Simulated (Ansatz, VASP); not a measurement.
# Two plane-wave programs on TePb

```xyz
2
Lattice="3.9463 0.0000 0.0000 0.0000 3.9463 0.0000 0.0000 0.0000 3.9463" Properties=species:S:1:pos:R:3 pbc="T T T"
Te    1.9731    1.9731    1.9731
Pb    0.0000    0.0000    0.0000
```

Alike in both runs: task single point; functional PBEsol; k mesh 10 × 10 × 10; occupations gaussian, width 0.1 eV; no spin polarisation.

```csv
,VASP,Ansatz
version,VASP 6.6.1,Ansatz 0.2.0
potentials or method,"VASP PAW PBE potentials, release 64 (Te, Pb_d), cutoff 520 eV","scalar-relativistic, plane waves, PAW"
valence electrons in the cell,20,30
```

```csv
,VASP,Ansatz,Ansatz less VASP
gap on the k mesh at the Fermi level (eV),none,none,-
pressure (GPa),-1.3,-1.3,+0.03
```

VASP's potentials were made for PBE, not for PBEsol. A gap of «none» marks a metal or a gap that the smearing closes. The functional is the same, so the differences come from potentials, cutoffs and numerics. VASP's potentials hold 20 valence electrons a cell and Ansatz's 30, so a difference there can come from the potentials and not from the codes.

Spin-orbit coupling is off throughout.
